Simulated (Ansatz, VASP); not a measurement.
## One calculation of W, two programs

File INCAR:

```
PREC = Accurate
ENCUT = 500
EDIFF = 1E-6
ISMEAR = 0
SIGMA = 0.15
LREAL = False
LASPH = True
NELM = 120
ALGO = Normal
ISIF = 2
LWAVE = False
LCHARG = False
GGA = CA
NBANDS = 21
GGA_COMPAT = False
```

The input KPOINTS:

```
Automatic mesh
0
Gamma
  16 16 12
```

Contents of POSCAR:

```
W
1.0
    0.0000000000     -1.9864787844     -1.9864787844
    0.0000000000      1.9864787844     -1.9864787844
    3.9729575688      0.0000000000      0.0000000000
W
2
Direct
    0.5305062407      0.4694937593      0.4828842874
   -0.0305062407      0.0305062407      0.0171157126
```

Input for Ansatz:

```yaml
crystal:
  lattice:
    - [0.0, -1.9864787844, -1.9864787844]
    - [0.0, 1.9864787844, -1.9864787844]
    - [3.9729575688, 0.0, 0.0]
  atoms:
    - { symbol: W, position: [0.5305062407, 0.4694937593, 0.4828842874] }
    - { symbol: W, position: [-0.0305062407, 0.0305062407, 0.0171157126] }
basis:
  ecutwfc: 420
kpoints:
  mp_grid: { grid: [16, 16, 12] }
hamiltonian:
  xc: lda
  pseudopotentials: { kind: paw, azcp: { folder: soft_1 } }
scf:
  occupations: { method: gaussian, width: 0.15 }
output:
  forces: true
  stress: true
  eigenvalues: true
```

Change from the starting cell: mode 4 frozen in at -0.121 Å and mode 6 at -0.068 Å (largest displacements).

Alike in both runs: task single point; functional LDA; k mesh 16 × 16 × 12; occupations gaussian, width 0.15 eV; no spin polarisation.

|  | VASP | Ansatz |
| --- | --- | --- |
| version | VASP 6.6.1 | Ansatz 0.2.0 |
| potentials or method | VASP PAW LDA potentials, release 64 (W_sv), cutoff 500 eV | scalar-relativistic, plane waves, PAW |
| valence electrons in the cell | 28 | 28 |

Ansatz gave:

| Property | Result |
| --- | --- |
| gap on the k mesh at the Fermi level (eV) | none |
| pressure (GPa) | 6.1 |
| traceless stress, the component that is largest in VASP (GPa) | -4.74 |
| rms of the force components (eV/Å) | 1.074 |

Q: Which values does VASP return?

A: gap on the k mesh at the Fermi level (eV): none; pressure (GPa): 7.9; traceless stress, the component that is largest in VASP (GPa): -4.55; rms of the force components (eV/Å): 1.110.

Ansatz warns that its potentials were made for another functional, while VASP's fit it. LDA's correlation is that of Perdew and Zunger in VASP and of Perdew and Wang (1992) in Ansatz. Atom by atom the forces differ by 0.037 eV/Å (rms over components). A gap of «none» marks a metal or a gap that the smearing closes.

Neither program's run includes spin-orbit coupling.
